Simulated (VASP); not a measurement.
# GeSe (Pnma) in VASP: notebook

GeSe is run at these levels: PBE; tasks: single point.

All numbers are computed with VASP 6.6.1; they aren't measurements. Logs are shortened: lines on timing, memory, paths and dates and some standing lists are left out, and cuts for length are marked.

### Step 1. The cell of the first run

It takes space group Pnma (No. 62, orthorhombic). Conventional cell: a = 10.820 Å, b = 3.850 Å, c = 4.444 Å, α = 90.00°, β = 90.00°, γ = 90.00°. Ge (site symmetry m) has 6 Se at 2.58 to 3.35 Å and 2 Ge at 3.39 Å within 3.4 Å. Se (site symmetry m) has 6 Ge at 2.58 to 3.35 Å within 3.4 Å.

### Step 2. Single point, PBE (z stretched by +1 %, then relaxed in part)

File INCAR:

```
PREC = Accurate
ENCUT = 500
EDIFF = 1E-6
ISMEAR = -1
SIGMA = 0.02
LREAL = False
LASPH = True
NELM = 120
ALGO = Normal
ISIF = 2
LWAVE = False
LCHARG = False
GGA = PE
NBANDS = 50
GGA_COMPAT = False
```

File KPOINTS:

```
Automatic mesh
0
Gamma
  4 11 10
```

File POSCAR:

```
GeSe
1.0
   10.8200000000      0.0000000000      0.0000000000
    0.0000000000      3.8500000000      0.0000000000
    0.0000000000      0.0000000000      4.4440000000
Ge Se
4 4
Direct
    0.1199935655      0.2500000000      0.1152778819
    0.8800064345      0.7500000000      0.8847221181
    0.3800064345      0.7500000000      0.6152778819
    0.6199935655      0.2500000000      0.3847221181
    0.8542159145      0.2500000000      0.4987243053
    0.1457840855      0.7500000000      0.5012756947
    0.6457840855      0.7500000000     -0.0012756947
    0.3542159145      0.2500000000      0.0012756947
```

Potentials or basis: VASP PAW PBE potentials, release 64 (Ge_d, Se).

The run is started by

```sh
> cat potpaw_PBE.64/Ge_d/POTCAR potpaw_PBE.64/Se/POTCAR > POTCAR
> mpirun -np 1 vasp_std > vasp.out
```

OUTCAR:

```text
PREC = Accurate
   ENCUT = 500
   EDIFF = 1E-6
   ISMEAR = -1
   LREAL = False
   LASPH = True
   NELM = 120
   ISIF = 2
   GGA = PE

 ion  position               nearest neighbor table
   1  0.120  0.250  0.115-   8 2.58   6 2.59   6 2.59
   2  0.880  0.750  0.885-   7 2.58   5 2.59   5 2.59
   3  0.380  0.750  0.615-   6 2.58   8 2.59   8 2.59
   4  0.620  0.250  0.385-   5 2.58   7 2.59   7 2.59
   5  0.854  0.250  0.499-   4 2.58   2 2.59   2 2.59
   6  0.146  0.750  0.501-   3 2.58   1 2.59   1 2.59
   7  0.646  0.750  0.999-   2 2.58   4 2.59   4 2.59
   8  0.354  0.250  0.001-   1 2.58   3 2.59   3 2.59

  LATTYP: Found a simple orthorhombic cell.
 ALAT       =     3.8500000000
 B/A-ratio  =     1.1542857143
 C/A-ratio  =     2.8103896104

  Lattice vectors:

 A1 = (   0.0000000000,   3.8500000000,   0.0000000000)
 A2 = (   0.0000000000,   0.0000000000,   4.4440000000)
 A3 = (  10.8200000000,   0.0000000000,   0.0000000000)

Analysis of symmetry for initial positions (statically):
=====================================================================
 Subroutine PRICEL returns:
 Original cell was already a primitive cell.

 Routine SETGRP: Setting up the symmetry group for a
 simple orthorhombic supercell.

 Subroutine GETGRP returns: Found  8 space group operations
 (whereof  2 operations were pure point group operations)
 out of a pool of  8 trial point group operations.

The static configuration has the point symmetry S_2 .
 The point group associated with its full space group is D_2h.

Analysis of symmetry for dynamics (positions and initial velocities):
=====================================================================
 Subroutine PRICEL returns:
 Original cell was already a primitive cell.

 Routine SETGRP: Setting up the symmetry group for a
 simple orthorhombic supercell.

 Subroutine GETGRP returns: Found  8 space group operations
 (whereof  2 operations were pure point group operations)
 out of a pool of  8 trial point group operations.

The dynamic configuration has the point symmetry S_2 .
 The point group associated with its full space group is D_2h.

 Subroutine INISYM returns: Found  8 space group operations
 (whereof  2 operations are pure point group operations),
 and found     1 'primitive' translations

----------------------------------------------------------------------------------------

                                     Primitive cell

  volume of cell :     185.1237

  direct lattice vectors                    reciprocal lattice vectors
    10.820000000  0.000000000  0.000000000     0.092421442  0.000000000  0.000000000
     0.000000000  3.850000000  0.000000000     0.000000000  0.259740260  0.000000000
     0.000000000  0.000000000  4.444000000     0.000000000  0.000000000  0.225022502

  length of vectors
    10.820000000  3.850000000  4.444000000     0.092421442  0.259740260  0.225022502

  position of ions in fractional coordinates (direct lattice)
     0.119993566  0.250000000  0.115277882
     0.880006434  0.750000000  0.884722118
     0.380006434  0.750000000  0.615277882
     0.619993566  0.250000000  0.384722118
     0.854215915  0.250000000  0.498724305
     0.145784085  0.750000000  0.501275695
     0.645784085  0.750000000  0.998724305
     0.354215915  0.250000000  0.001275695

  ion indices of the primitive-cell ions
   primitive index   ion index
                 1           1
                 2           2
                 3           3
                 4           4
                 5           5
                 6           6
                 7           7
                 8           8

----------------------------------------------------------------------------------------

 KPOINTS: Automatic mesh

Automatic generation of k-mesh.
 Grid dimensions read from file:
 generate k-points for:    4   11   10

 Generating k-lattice:

  Cartesian coordinates                     Fractional coordinates (reciprocal lattice)
     0.023105360  0.000000000  0.000000000     0.250000000  0.000000000  0.000000000
     0.000000000  0.023612751  0.000000000     0.000000000  0.090909091  0.000000000
     0.000000000  0.000000000  0.022502250     0.000000000  0.000000000  0.100000000

  Length of vectors
     0.023105360  0.023612751  0.022502250

  Shift w.r.t. Gamma in fractional coordinates (k-lattice)
     0.000000000  0.000000000  0.000000000

 Subroutine IBZKPT returns following result:
 ===========================================

 Found    108 irreducible k-points:

 Following reciprocal coordinates:
            Coordinates               Weight
  0.000000  0.000000  0.000000      1.000000
  0.250000  0.000000  0.000000      2.000000
  0.500000  0.000000  0.000000      1.000000
  0.000000  0.090909  0.000000      2.000000
  0.250000  0.090909  0.000000      4.000000
  0.500000  0.090909  0.000000      2.000000
[... 16 lines left out ...]
  0.250000  0.090909  0.100000      8.000000
  0.500000  0.090909  0.100000      4.000000
 [... further k-points ...]
   k-points           NKPTS =    108   k-points in BZ     NKDIM =    108   number of bands    NBANDS=     50
   number of dos      NEDOS =    301   number of ions     NIONS =      8
   total plane-waves  NPLWV =  71680
   dimension x,y,z NGX =    80 NGY =   28 NGZ =   32
   dimension x,y,z NGXF=   160 NGYF=   56 NGZF=   64
   ions per type =               4   4
   NGX,Y,Z   is equivalent  to a cutoff of  12.29, 12.09, 11.97 a.u.
   NGXF,Y,Z  is equivalent  to a cutoff of  24.58, 24.18, 23.94 a.u.
 SYSTEM =  unknown system
   PREC   = accura    normal or accurate (medium, high low for compatibility)
   ISTART =      0    job   : 0-new  1-cont  2-samecut
   ICHARG =      2    charge: 1-file 2-atom 10-const
   ISPIN  =      1    spin polarized calculation?
   LNONCOLLINEAR =      F non collinear calculations
   LSORBIT =      F    spin-orbit coupling
   LASPH  =      T    aspherical Exc in radial PAW
   ENCUT  =  500.0 eV  36.75 Ry    6.06 a.u.  19.73  7.02  8.10*2*pi/ulx,y,z
   NELM   =    120;   NELMIN=  2; NELMDL= -5     # of ELM steps
   EDIFF  = 0.1E-05   stopping-criterion for ELM
   LREAL  =      F    real-space projection
   EDIFFG = 0.1E-04   stopping-criterion for IOM
   NSW    =      0    number of steps for IOM
   IBRION =     -1    ionic relax: 0-MD 1-quasi-New 2-CG
   NFREE  =      0    steps in history (QN), initial steepest desc. (CG)
   ISIF   =      2    stress and relaxation
   ISYM   =      2    0-nonsym 1-usesym 2-fastsym
   POTIM  = 0.5000    time-step for ionic-motion
   TEBEG  =    0.0;   TEEND  =   0.0 temperature during run
   PSTRESS=    0.0 pullay stress
   NELECT =      80.0000    total number of electrons
   NUPDOWN=      -1.0000    fix difference up-down
   EMIN   =  10.00;   EMAX   =-10.00  energy-range for DOS
   EFERMI =   0.00;   METHOD = LEGACY
   ISMEAR =    -1;   SIGMA  =   0.02  broadening in eV -4-tet -1-fermi 0-gaus
   EFERMI_NEDOS =   21; number of points for ismear=-14 and -15
   IALGO  =     38    algorithm
   IMIX   =      4    mixing-type and parameters
     AMIX     =   0.40;   BMIX     =  1.00
     AMIX_MAG =   1.60;   BMIX_MAG =  1.00
  volume/ion in A,a.u.               =      23.14       156.16
  Fermi-wavevector in a.u.,A,eV,Ry     =   1.237706  2.338925 20.842983  1.531916
  Thomas-Fermi vector in A             =   2.372262
   LORBIT       =      0    0 simple, 1 ext, 2 COOP (PROOUT), +10 PAW based schemes
   GGA     = PE    functional components
   LHFCALC =     F    Hartree Fock is set to
   AEXX    =    0.0000 exact exchange contribution
   IVDW    =     0    specifies the selected vdW correction
   LEPSILON=     F    determine dielectric tensor
   LRPA    =     F    only Hartree local field effects (RPA)
 non-spin polarized calculation
  energy-cutoff  :      500.00
  volume of cell :      185.12
 maximum number of plane-waves:      4734
 NGX is ok and might be reduce to    80
   NGX = 39   NGY = 15   NGZ = 17

 number of electron      79.9999968 magnetization

 Free energy of the ion-electron system (eV)
  ---------------------------------------------------
  ext. energy  EPLUGINS =         0.00000000
  ---------------------------------------------------
  free energy    TOTEN  =       -33.82678154 eV

  energy without entropy =      -33.82678154  energy(sigma->0) =      -33.82678154

 E-fermi :   4.6582     XC(G=0):  -9.9042

 val. band max:        4.2555354069   @ k =   0.0000   0.0000   0.3000
 cond. band min:       5.0336904753   @ k =   0.0000   0.0000   0.0000
 fundamental gap:      0.7781550684
 Fermi energy:         4.6582161615

 k-point     1 :       0.0000    0.0000    0.0000
  band No.  band energies     occupation
      1     -20.2892      2.00000
      2     -20.2869      2.00000
      3     -20.2852      2.00000
      4     -20.2847      2.00000
      5     -20.2839      2.00000
      6     -20.2835      2.00000
[... 42 lines left out ...]
     49       9.1021      0.00000
     50       9.5361      0.00000

 k-point     2 :       0.2500    0.0000    0.0000
  band No.  band energies     occupation
      1     -20.2889      2.00000
      2     -20.2873      2.00000
      3     -20.2850      2.00000
      4     -20.2844      2.00000
      5     -20.2843      2.00000
      6     -20.2834      2.00000
[... 42 lines left out ...]
     49       9.3930      0.00000
     50       9.5902      0.00000

 k-point     3 :       0.5000    0.0000    0.0000
  band No.  band energies     occupation
      1     -20.2882      2.00000
      2     -20.2882      2.00000
      3     -20.2847      2.00000
      4     -20.2847      2.00000
      5     -20.2838      2.00000
      6     -20.2838      2.00000
[... 42 lines left out ...]
     49       9.3742      0.00000
     50       9.3759      0.00000

 k-point     4 :       0.0000    0.0909    0.0000
  band No.  band energies     occupation
      1     -20.2886      2.00000
      2     -20.2867      2.00000
      3     -20.2855      2.00000
      4     -20.2842      2.00000
      5     -20.2838      2.00000
      6     -20.2838      2.00000
[... 999 lines left out ...]
 k-point    23 :       0.2500    0.0909    0.1000
  band No.  band energies     occupation
      1     -20.2883      2.00000
      2     -20.2870      2.00000
      3     -20.2855      2.00000
      4     -20.2846      2.00000
      5     -20.2838      2.00000
      6     -20.2834      2.00000
[... 42 lines left out ...]
     49       8.7144      0.00000
     50       9.3491      0.00000

 k-point    24 :       0.5000    0.0909    0.1000
  band No.  band energies     occupation
      1     -20.2877      2.00000
      2     -20.2877      2.00000
      3     -20.2851      2.00000
      4     -20.2851      2.00000
      5     -20.2834      2.00000
      6     -20.2834      2.00000
[... 42 lines left out ...]
     49       9.0936      0.00000
     50       9.1127      0.00000

 [... further k-points ...]
[... 5 lines left out ...]
  --------------------------------------------------------------------------------------
  -------------------------------------------------------------------------------------
  Total        2.0185071      1.7643695      1.4238290      0.0000000      0.0000000      0.0000000
  in kB       17.4694333     15.2699667     12.3227138      0.0000000      0.0000000      0.0000000
  external PRESSURE =      15.0207046 kB  Pullay stress =       0.0000000 kB

 VOLUME and BASIS-vectors are now :
 -----------------------------------------------------------------------------
  energy-cutoff  :      500.00
  volume of cell :      185.12
      direct lattice vectors                 reciprocal lattice vectors
    10.820000000  0.000000000  0.000000000     0.092421442  0.000000000  0.000000000
     0.000000000  3.850000000  0.000000000     0.000000000  0.259740260  0.000000000
     0.000000000  0.000000000  4.444000000     0.000000000  0.000000000  0.225022502

 POSITION                                       TOTAL-FORCE (eV/Angst)
 -----------------------------------------------------------------------------------
      1.29833      0.96250      0.51229        -0.023838      0.000000     -0.008827
      9.52167      2.88750      3.93171         0.023838      0.000000      0.008827
      4.11167      2.88750      2.73429         0.023838      0.000000     -0.008827
      6.70833      0.96250      1.70971        -0.023838      0.000000      0.008827
      9.24262      0.96250      2.21633         0.015089     -0.000000     -0.006319
      1.57738      2.88750      2.22767        -0.015089      0.000000      0.006319
      6.98738      2.88750      4.43833        -0.015089      0.000000     -0.006319
      3.83262      0.96250      0.00567         0.015089     -0.000000      0.006319
 -----------------------------------------------------------------------------------
    total drift:                                0.000000      0.000000      0.000000

  FREE ENERGIE OF THE ION-ELECTRON SYSTEM (eV)
  ---------------------------------------------------
  free  energy   TOTEN  =       -33.8267815379 eV

  energy  without entropy=      -33.8267815379  energy(sigma->0) =      -33.82678154
```

Wall time 18 min (1 thread of Oxide Virtual Turin-like, shared host); peak memory 0.71 GiB.

What came out:

```yaml
Free_energy: -33.8268 eV
Pressure: 1.5 GPa
Largest_force: 0.025 eV/Å
Band_gap_on_the_k_mesh: 0.78 eV (least direct gap 0.91 eV)
```

Forces on the atoms (eV/Å):
```
Ge  -0.024  0.000 -0.009
Ge   0.024  0.000  0.009
Ge   0.024  0.000 -0.009
Ge  -0.024  0.000  0.009
Se   0.015  0.000 -0.006
Se  -0.015  0.000  0.006
Se  -0.015  0.000 -0.006
Se   0.015  0.000  0.006
```

Caveat: the cell differs from its parent crystal (z stretched by +1 %, then relaxed in part). A k mesh can miss the band edges.

### Step 3. Single point, PBE

This run uses another cell than the first one, of 22.91 Å³/atom.

File INCAR:

```
  ALGO = Normal
  EDIFF = 1E-6
  ENCUT = 500
  GGA = PE
  GGA_COMPAT = F
  ISIF = 2
  ISMEAR = -1
  LASPH = T
  LCHARG = T
  LELF = T
  LREAL = F
  LVHAR = T
  LWAVE = F
  NBANDS = 50
  NELM = 120
  PREC = Accurate
  SIGMA = 0.02
```

File KPOINTS:

```
k-points
0
Gamma
  4 11 10
```

File POSCAR:

```
GeSe
1.0
   10.8200000000      0.0000000000      0.0000000000
    0.0000000000      3.8500000000      0.0000000000
    0.0000000000      0.0000000000      4.4000000000
Ge Se
4 4
Direct
    0.1200870548      0.2500000000      0.1156286254
    0.8799129452      0.7500000000      0.8843713746
    0.3799129452      0.7500000000      0.6156286254
    0.6200870548      0.2500000000      0.3843713746
    0.8546925871      0.2500000000      0.4940705378
    0.1453074129      0.7500000000      0.5059294622
    0.6453074129      0.7500000000     -0.0059294622
    0.3546925871      0.2500000000      0.0059294622
```

Potentials or basis: VASP PAW PBE potentials, release 64 (Ge_d, Se).

The run is started by

```sh
> cat potpaw_PBE.64/Ge_d/POTCAR potpaw_PBE.64/Se/POTCAR > POTCAR
> mpirun -np 1 vasp_std > vasp.out
```

It took 16 min on 1 thread of Oxide Virtual Turin-like, shared host; peak memory 0.71 GiB.

Results (log left out):

| Property | Result |
| --- | --- |
| Free energy | -33.8101 eV |
| Pressure | 1.8 GPa |
| Largest force | 0.026 eV/Å |
| Band gap on the k mesh | 0.70 eV (least direct gap 0.89 eV) |

Forces on the atoms (eV/Å):
```
Ge  -0.024  0.000 -0.008
Ge   0.024  0.000  0.008
Ge   0.024  0.000 -0.008
Ge  -0.024  0.000  0.008
Se   0.015  0.000  0.006
Se  -0.015  0.000 -0.006
Se  -0.015  0.000  0.006
Se   0.015  0.000 -0.006
```

Stress tensor (GPa, compression positive):
```
1.94 0.00 0.00
0.00 1.87 0.00
0.00 0.00 1.57
```

Levels at points of the mesh, in eV from the valence-band top:
```
           k point  band 38  band 39  band 40  band 41  band 42  band 43
(0.00, 0.00, 0.00)    -1.03    -0.85    -0.19     0.70     2.68     2.76
(0.50, 0.00, 0.00)    -1.66    -0.43    -0.43     2.38     2.38     2.51
(0.00, 0.00, 0.50)    -0.96    -0.34    -0.34     1.24     1.24     1.99
(0.50, 0.00, 0.50)    -0.54    -0.48    -0.48     1.28     1.28     2.04
```

A k mesh can miss the band edges.
